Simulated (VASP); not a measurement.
Set up this calculation in VASP 6.6.1, as the native input.

```
Task                   : single point
Functional             : PBE
Potentials or basis    : VASP PAW PBE potentials, release 64 (Sr_sv, Br)
Cutoff                 : 520 eV
k mesh                 : 10 × 10 × 10
Occupations            : gaussian, width 0.1 eV
Spin                   : no spin polarisation
Dipole correction      : no
Further INCAR settings : ALGO = Fast; EDIFF = 1e-06; NBANDS = 24
```

The structure of SrBr3 lies in POSCAR:

```
SrBr3
1.0
    5.0920828011      0.0000000000      0.0000000000
    0.0000000000      5.0920828011      0.0000000000
    0.0000000000      0.0000000000      4.5580761722
Sr Br
1 3
Direct
    0.0000000000      0.0000000000      0.0000000000
    0.0000000000      0.5000000000      0.5000000000
    0.5000000000      0.0000000000      0.5000000000
    0.5000000000      0.5000000000      0.0000000000
```

The input as run:

INCAR

```
SYSTEM = SrBr3
  PREC = Accurate
  ENCUT = 520
  EDIFF = 1E-6
  ISMEAR = 0
  SIGMA = 0.1
  LREAL = .FALSE.
  LASPH = .TRUE.
  NELM = 80
  ALGO = Fast
  ISIF = 2
  LWAVE = .FALSE.
  LCHARG = .FALSE.
  GGA = PE
  NBANDS = 24
```

KPOINTS

```
Automatic mesh
0
G
  10 10 10
  0 0 0
```

Potentials or basis: VASP PAW PBE potentials, release 64 (Sr_sv, Br).

Command:

```console
$ cat potpaw_PBE.64/Sr_sv/POTCAR potpaw_PBE.64/Br/POTCAR > POTCAR
$ mpirun -np 1 vasp_std > vasp.out
```

It gave:

```yaml
Pressure: 0.0 GPa
Band_gap_on_the_k_mesh: zero (an odd number of electrons rules out a gap without spin polarisation)
```

Caveat: an odd number of electrons without spin polarisation forces a metal; a magnetic or distorted state may lie lower.

Run time: 7.6 min on 1 thread of Oxide Virtual Turin-like Processor (shared host), peak memory 0.43 GiB.
